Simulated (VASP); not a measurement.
# BaO (Fm-3m) in VASP: vibrations by perturbation theory with LDA

Aim: the vibrations by perturbation theory of BaO with LDA.

Everything below comes from runs of VASP 6.6.1. Logs are shortened: lines on timing, memory, paths and dates and some standing lists are left out, and cuts for length are marked.

## 1. The cell of the first run

The structure is cubic, space group Fm-3m (No. 225). Conventional cell: a = 5.434 Å, b = 5.434 Å, c = 5.434 Å, α = 90.00°, β = 90.00°, γ = 90.00°. Within 3.6 Å of Ba (site symmetry m-3m) lie 6 O at 2.72 Å. O (site symmetry m-3m) has 6 Ba at 2.72 Å within 3.6 Å.

## 2. Vibrations by perturbation theory, LDA

Contents of INCAR:

```
SYSTEM = BaO
PREC = Accurate
ENCUT = 600
EDIFF = 1E-8
ISMEAR = 0
SIGMA = 0.01
LREAL = .FALSE.
LASPH = .TRUE.
NELM = 120
ALGO = Normal
ISIF = 2
LWAVE = .FALSE.
LCHARG = .FALSE.
NBANDS = 15
IBRION = 8
NSW = 1
LEPSILON = .TRUE.
GGA_COMPAT = .FALSE.
```

Contents of KPOINTS:

```
Automatic mesh
0
G
  8 8 8
  0 0 0
```

Contents of POSCAR:

```
BaO
1.0
    0.0000000000      2.7170902275      2.7170902275
    2.7170902275      0.0000000000      2.7170902275
    2.7170902275      2.7170902275      0.0000000000
Ba O
1 1
Direct
    0.0000000000      0.0000000000      0.0000000000
    0.5000000000      0.5000000000      0.5000000000
```

Potentials or basis: VASP PAW LDA potentials, release 64 (Ba_sv, O).

Command:

```sh
> cat potpaw_LDA.64/Ba_sv/POTCAR potpaw_LDA.64/O/POTCAR > POTCAR
> mpirun -np 1 vasp_std > vasp.out
```

OUTCAR:

```text
SYSTEM = BaO
   PREC = Accurate
   ENCUT = 600
   EDIFF = 1E-8
   ISMEAR = 0
   LREAL = .FALSE.
   LASPH = .TRUE.
   NELM = 120
   ISIF = 2
   IBRION = 8
   NSW = 1
   LEPSILON = .TRUE.

 ion  position               nearest neighbor table
   1  0.000  0.000  0.000-   2 2.72   2 2.72   2 2.72   2 2.72   2 2.72   2 2.72
   2  0.500  0.500  0.500-   1 2.72   1 2.72   1 2.72   1 2.72   1 2.72   1 2.72

  LATTYP: Found a face centered cubic cell.
 ALAT       =     5.4341804550

  Lattice vectors:

 A1 = (   0.0000000000,   2.7170902275,   2.7170902275)
 A2 = (   2.7170902275,   0.0000000000,   2.7170902275)
 A3 = (   2.7170902275,   2.7170902275,   0.0000000000)

Analysis of symmetry for initial positions (statically):
=====================================================================
 Subroutine PRICEL returns:
 Original cell was already a primitive cell.

 Routine SETGRP: Setting up the symmetry group for a
 face centered cubic supercell.

 Subroutine GETGRP returns: Found 48 space group operations
 (whereof 48 operations were pure point group operations)
 out of a pool of 48 trial point group operations.

The static configuration has the point symmetry O_h .

Analysis of symmetry for dynamics (positions and initial velocities):
=====================================================================
 Subroutine PRICEL returns:
 Original cell was already a primitive cell.

 Routine SETGRP: Setting up the symmetry group for a
 face centered cubic supercell.

 Subroutine GETGRP returns: Found 48 space group operations
 (whereof 48 operations were pure point group operations)
 out of a pool of 48 trial point group operations.

The dynamic configuration has the point symmetry O_h .

 Subroutine INISYM returns: Found 48 space group operations
 (whereof 48 operations are pure point group operations),
 and found     1 'primitive' translations

----------------------------------------------------------------------------------------

                                     Primitive cell

  volume of cell :      40.1183

  direct lattice vectors                    reciprocal lattice vectors
     0.000000000  2.717090227  2.717090227    -0.184020389  0.184020389  0.184020389
     2.717090227  0.000000000  2.717090227     0.184020389 -0.184020389  0.184020389
     2.717090227  2.717090227  0.000000000     0.184020389  0.184020389 -0.184020389

  length of vectors
     3.842545850  3.842545850  3.842545850     0.318732663  0.318732663  0.318732663

  position of ions in fractional coordinates (direct lattice)
     0.000000000  0.000000000  0.000000000
     0.500000000  0.500000000  0.500000000

  ion indices of the primitive-cell ions
   primitive index   ion index
                 1           1
                 2           2

----------------------------------------------------------------------------------------

 KPOINTS: Automatic mesh

Automatic generation of k-mesh.
 Grid dimensions read from file:
 generate k-points for:    8    8    8

 Generating k-lattice:

[... 580 lines left out ...]

 Free energy of the ion-electron system (eV)
  ---------------------------------------------------
  ---------------------------------------------------
  free energy    TOTEN  =        -0.40361049 eV

  energy without entropy =       -0.40361049

------------------------ aborting loop because EDIFF is reached ----------------------------------------

--------------------------------------- Ionic step        2  -------------------------------------------

------------------------ aborting loop because EDIFF is reached ----------------------------------------

--------------------------------------- Ionic step        3  -------------------------------------------

------------------------ aborting loop because EDIFF is reached ----------------------------------------

 PIEZOELECTRIC TENSOR FIELD DIRECTION 3  (e Angst)
 -----------------------------------------------------------------------------
     0.00018  0.00000  0.00000           ( -0.00001  0.00000  0.00000)
     0.00000  0.00018 -0.00000           (  0.00000 -0.00001 -0.00000)
     0.00000 -0.00000 -0.00090           (  0.00000 -0.00000 -0.00001)

 PIEZOELECTRIC TENSOR FIELD DIRECTION 3  (C/m^2)
 -----------------------------------------------------------------------------
     0.00007  0.00000  0.00000
     0.00000  0.00007 -0.00000
     0.00000 -0.00000 -0.00036

--------------------------------------- Ionic step        4  -------------------------------------------

------------------------ aborting loop because EDIFF is reached ----------------------------------------

[... ionic steps 5 to 6 ...]

--------------------------------------- Ionic step        7  -------------------------------------------

 Free energy of the ion-electron system (eV)
  ---------------------------------------------------
  ---------------------------------------------------
  free energy    TOTEN  =        -0.36090339 eV

  energy without entropy =       -0.36090339

------------------------ aborting loop because EDIFF is reached ----------------------------------------

 INTERNAL STRAIN TENSOR  FOR ION    2  DIRECTION 1   (eV/Angst):
 -----------------------------------------------------------------------------
    -0.01955  0.00000  0.00000
    -0.00000 -0.00004 -0.00000
     0.00000 -0.00000 -0.00004

 MACROSCOPIC STATIC DIELECTRIC TENSOR (including local field effects in DFT)
 ------------------------------------------------------
           4.423956     0.000000    -0.000000
           0.000000     4.423956     0.000000
          -0.000000    -0.000000     4.423956
 ------------------------------------------------------

 PIEZOELECTRIC TENSOR (including local field effects)  for field in x, y, z        (e  Angst)
          XX          YY          ZZ          XY          YZ          ZX
  --------------------------------------------------------------------------------
  x     0.00000     0.00000     0.00000     0.00000     0.00000     0.00000
  y     0.00000     0.00000     0.00000     0.00000     0.00000     0.00000
  z     0.00000     0.00000     0.00000     0.00000     0.00000     0.00000

 PIEZOELECTRIC TENSOR (including local field effects)  for field in x, y, z        (C/m^2)
          XX          YY          ZZ          XY          YZ          ZX
  --------------------------------------------------------------------------------
  x     0.00000     0.00000     0.00000     0.00000     0.00000     0.00000
  y     0.00000     0.00000     0.00000     0.00000     0.00000     0.00000
  z     0.00000     0.00000     0.00000     0.00000     0.00000     0.00000

 BORN EFFECTIVE CHARGES (including local field effects) (in |e|, cummulative output)
 ---------------------------------------------------------------------------------
 ion    1
    1     2.82813     0.00000     0.00000
    2     0.00000     2.82813     0.00000
    3     0.00000     0.00000     2.82813
 ion    2
    1    -2.82813     0.00000     0.00000
    2     0.00000    -2.82813     0.00000
    3     0.00000     0.00000    -2.82813

 INTERNAL STRAIN TENSOR FOR ION    2 for displacements in x,y,z  (eV/Angst):
          X           Y           Z          XY          YZ          ZX
  --------------------------------------------------------------------------------
  x     0.00000     0.00000     0.00000     0.00000     0.00000     0.00000
  y     0.00000     0.00000     0.00000     0.00000     0.00000     0.00000
  z     0.00000     0.00000     0.00000     0.00000     0.00000     0.00000

 SECOND DERIVATIVES (NOT SYMMETRIZED)
 ------------------------------------
               1X          1Y          1Z          2X          2Y          2Z
  1X    -0.817281    0.000000    0.000000    0.817281    0.000000    0.000000
  1Y     0.000000   -0.817281    0.000000    0.000000    0.817281    0.000000
  1Z     0.000000    0.000000   -0.817281    0.000000    0.000000    0.817281
  2X     0.809861    0.000000    0.000000   -0.809861    0.000000    0.000000
  2Y     0.000000    0.809861    0.000000    0.000000   -0.809861    0.000000
  2Z     0.000000    0.000000    0.809861    0.000000    0.000000   -0.809861

 Eigenvectors and eigenvalues of the dynamical matrix
 ----------------------------------------------------

   1 f  =    3.718222 THz    23.362277 2PiTHz  124.026530 cm-1    15.377323 meV
             X         Y         Z           dx          dy          dz
      0.000000  0.000000  0.000000     0.000000    0.000000   -0.324360
      2.717090  2.717090  2.717090     0.000000    0.000000    0.945934
[... 21 lines left out ...]
   6 f/i=    0.005202 THz     0.032687 2PiTHz    0.173530 cm-1     0.021515 meV
             X         Y         Z           dx          dy          dz
      0.000000  0.000000  0.000000    -0.002214   -0.036056   -0.945244
      2.717090  2.717090  2.717090    -0.000759   -0.012364   -0.324123

--------------------------------------------------------------------------------------------------------

 MACROSCOPIC STATIC DIELECTRIC TENSOR IONIC CONTRIBUTION
 ------------------------------------------------------
          44.342875     0.000000    -0.000000
          -0.000000    44.342875     0.000000
          -0.000000     0.000000    44.342875
 ------------------------------------------------------

 ELASTIC MODULI CONTR FROM IONIC RELAXATION (kBar)
 Direction    XX          YY          ZZ          XY          YZ          ZX
 --------------------------------------------------------------------------------
 XX           0.0000      0.0000      0.0000      0.0000      0.0000      0.0000
 YY           0.0000      0.0000      0.0000      0.0000      0.0000      0.0000
 ZZ           0.0000      0.0000      0.0000      0.0000      0.0000      0.0000
 XY           0.0000      0.0000      0.0000      0.0000      0.0000      0.0000
 YZ           0.0000      0.0000      0.0000      0.0000      0.0000      0.0000
 ZX           0.0000      0.0000      0.0000      0.0000      0.0000      0.0000
 --------------------------------------------------------------------------------

 PIEZOELECTRIC TENSOR IONIC CONTR  for field in x, y, z        (C/m^2)
          XX          YY          ZZ          XY          YZ          ZX
  --------------------------------------------------------------------------------
  x     0.00000     0.00000     0.00000     0.00000     0.00000     0.00000
  y     0.00000     0.00000     0.00000     0.00000     0.00000     0.00000
  z     0.00000     0.00000     0.00000     0.00000     0.00000     0.00000
```

It took 6.3 min on 1 thread of Intel Xeon 8259CL, shared host; peak memory 0.27 GiB.

What came out:

* Electronic dielectric tensor (diagonal): 4.42
* Born charges (mean of the diagonal): Ba +2.83; O -2.83 e
* Highest phonon frequency at Γ, LO-TO splitting left out: 124 cm⁻¹

Phonon frequencies in cm⁻¹ (negative: imaginary):
```csv
q point,frequencies
"(0.000, 0.000, 0.000)",0 0 0 124 124 124
```

Electronic dielectric tensor:
```
4.42 0.00 0.00
0.00 4.42 0.00
0.00 0.00 4.42
```

Born effective charge tensors (e):
atom 1, Ba
```
2.83 0.00 0.00
0.00 2.83 0.00
0.00 0.00 2.83
```
atom 2, O
```
-2.83  0.00  0.00
 0.00 -2.83  0.00
 0.00  0.00 -2.83
```

Caveat: the cell stands under pressure or tension, which shifts response properties; spin-orbit coupling is left out, which moves the levels of the heavy elements.
